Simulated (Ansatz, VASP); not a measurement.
# TiO: VASP beside Ansatz

INCAR

```
PREC = Accurate ; ENCUT = 520
EDIFF = 1E-6 ; ISMEAR = 0
SIGMA = 0.15 ; LREAL = F
LASPH = T ; NELM = 60
ALGO = Normal ; ISIF = 2
LWAVE = F ; LCHARG = T
GGA = PS ; LELF = T
LVHAR = T ; NBANDS = 16
```

KPOINTS

```
Automatic mesh
0
Gamma
  18 18 16
```

The input POSCAR:

```
TiO
1.0
    2.8351000000      0.0000000000      0.0000000000
   -1.4175500000      2.4552686223      0.0000000000
    0.0000000000      0.0000000000      2.6820000000
Ti O
1 1
Direct
    0.6666666667      0.3333333333      0.0000000000
    0.0000000000      0.0000000000      0.5000000000
```

Input for Ansatz:

```yaml
crystal:
  lattice:
    - [2.8351, 0.0, 0.0]
    - [-1.41755, 2.4552686223, 0.0]
    - [0.0, 0.0, 2.682]
  atoms:
    - { symbol: Ti, position: [0.6666666667, 0.3333333333, 0.0] }
    - { symbol: O, position: [0.0, 0.0, 0.5] }
basis:
  ecutwfc: 520.0
kpoints:
  mp_grid: { grid: [18, 18, 16] }
hamiltonian:
  xc: pbesol
  pseudopotentials: { kind: paw, azcp: { folder: soft_1 } }
scf:
  occupations: { method: gaussian, width: 0.15 }
output:
  forces: true
  stress: true
  eigenvalues: true
```

Alike in both runs: task single point; functional PBEsol; k mesh 18 × 18 × 16; occupations gaussian, width 0.15 eV; no spin polarisation.

```csv
,VASP,Ansatz
version,VASP 6.6.1,Ansatz 0.2.0
potentials or method,"VASP PAW PBE potentials, release 64 (Ti_sv, O), cutoff 520 eV","scalar-relativistic, plane waves, PAW"
valence electrons in the cell,18,18
```

|  | VASP | Ansatz | Ansatz less VASP |
| --- | --- | --- | --- |
| gap on the k mesh at the Fermi level (eV) | none | none | - |
| pressure (GPa) | 4.6 | 3.7 | -0.82 |
| traceless stress, the component that is largest in VASP (GPa) | 17.19 | 17.06 | -0.133 |

VASP's potentials were made for PBE, not for PBEsol, and Ansatz warns of the same on its side. A gap of «none» marks a metal or a gap that the smearing closes.
